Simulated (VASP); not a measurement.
Crystal: Mg2WAu.

```xyz
4
Lattice="2.9529 0.0000 0.0000 -1.4765 2.5573 0.0000 0.0000 0.0000 9.3619" Properties=species:S:1:pos:R:3 pbc="T T T"
Mg    0.0000    1.7049    2.2864
Mg    0.0000    1.7049    7.0755
W     0.0000    0.0000    4.6810
Au    0.0000    0.0000    0.0000
```

The cell was generated, and may not be a known phase.

| Quantity | Value |
| --- | --- |
| Program | VASP 6.6.1 |
| Task | relaxation of cell and atoms |
| Functional | PBE |
| Potentials or basis | VASP PAW PBE potentials, release 64 (Mg, W_sv, Au) |
| Cutoff | 600 eV |
| k mesh | 18 × 18 × 6 |
| Occupations | gaussian, width 0.1 eV |
| Spin | no spin polarisation |

At the start: pressure -0.4 GPa; volume 17.67 Å³/atom.

Problem. Where does the relaxation end?

Solution. Over 7 steps the energy falls by 2.2 meV/atom and the volume is 17.62 Å³/atom (-0.3 %); space group P-6m2 (No. 187, to 0.1 Å) before and after.

Step by step:
```csv
step,energy change (eV),largest force (eV/Å),pressure (GPa),volume (Å³)
1,0.0000,0.0839,-0.44,70.70
2,-0.0073,0.0637,0.43,70.19
3,-0.0074,0.0618,0.55,70.13
4,-0.0081,0.0458,-0.29,70.65
5,-0.0083,0.0505,-0.05,70.50
6,-0.0085,0.0323,-0.04,70.49
7,-0.0087,0.0002,0.00,70.48
```

Final structure:
```xyz
4
Lattice="2.9322 0.0000 0.0000 -1.4661 2.5393 0.0000 0.0000 0.0000 9.4653" Properties=species:S:1:pos:R:3 pbc="T T T"
Mg    0.0000    1.6929    2.3264
Mg    0.0000    1.6929    7.1389
W     0.0000    0.0000    4.7327
Au    0.0000    0.0000    0.0000
```
